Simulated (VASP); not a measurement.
Wanted: the native input for a VASP 6.6.1 run.

* Task: relaxation of cell and atoms
* Functional: PBE
* Potentials or basis: VASP PAW PBE potentials, release 64 (Co, Si)
* Cutoff: 600 eV
* k mesh: 16 × 16 × 16
* Occupations: fermi-dirac, width 0.1 eV
* Spin: no spin polarisation
* Target pressure: 120 GPa
* Dipole correction: no
* Further INCAR settings: ALGO = Normal; EDIFF = 1e-06; IBRION = 2; EDIFFG = -0.005; NSW = 32; ISIF = 3

The structure of CoSi (rocksalt type) lies in POSCAR:

```
CoSi
1.0
    0.0000000000      2.0743209116      2.0743209116
    2.0743209116      0.0000000000      2.0743209116
    2.0743209116      2.0743209116      0.0000000000
Co Si
1 1
Direct
    0.0000000000      0.0000000000      0.0000000000
    0.5000000000      0.5000000000      0.5000000000
```

These files were run (other wordings do the same):

INCAR

```
PREC     = Accurate       # precision mode
ENCUT    = 600            # plane-wave cutoff, eV
EDIFF    = 1E-6           # SCF threshold, eV
ISMEAR   = -1             # smearing method
SIGMA    = 0.1            # smearing width, eV
LREAL    = F              # projectors in reciprocal space
LASPH    = T              # aspherical terms in the spheres
NELM     = 100            # most SCF steps
ALGO     = Normal         # electronic algorithm
ISIF     = 3              # what is computed and relaxed
LWAVE    = F              # write WAVECAR
LCHARG   = F              # write CHGCAR
GGA      = PE             # functional
IBRION   = 2              # ionic algorithm
NSW      = 32             # ionic steps
EDIFFG   = -0.005         # ionic threshold
PSTRESS  = 1200.0
```

KPOINTS

```
Automatic mesh
0
Gamma
  16 16 16
```

Potentials or basis: VASP PAW PBE potentials, release 64 (Co, Si).

Command:

```sh
$ cat potpaw_PBE.64/Co/POTCAR potpaw_PBE.64/Si/POTCAR > POTCAR
$ mpirun -np 1 vasp_std > vasp.out
```

It gave:

| Property | Result |
| --- | --- |
| Relaxed volume | 8.95 Å³/atom |
| Relaxed cell | a = 2.936 Å, b = 2.936 Å, c = 2.936 Å, α = 60.00°, β = 60.00°, γ = 60.00° |
| Space group after relaxing (to 0.1 Å) | Fm-3m (No. 225) |
| Energy change on relaxing (the run minimises the enthalpy) | -14.8 meV/atom |
| Ionic steps | 5 |
| Pressure after relaxing | 119.9 GPa |
| Band gap on the k mesh | zero (an odd number of electrons rules out a gap without spin polarisation) |

Caveat: the cell is relaxed towards a set pressure, so the run minimises the enthalpy, not the energy; an odd number of electrons without spin polarisation forces a metal; a magnetic or distorted state may lie lower.

Wall time 100 s on 1 thread of Intel Xeon 8259CL (shared host), peak memory 0.17 GiB.
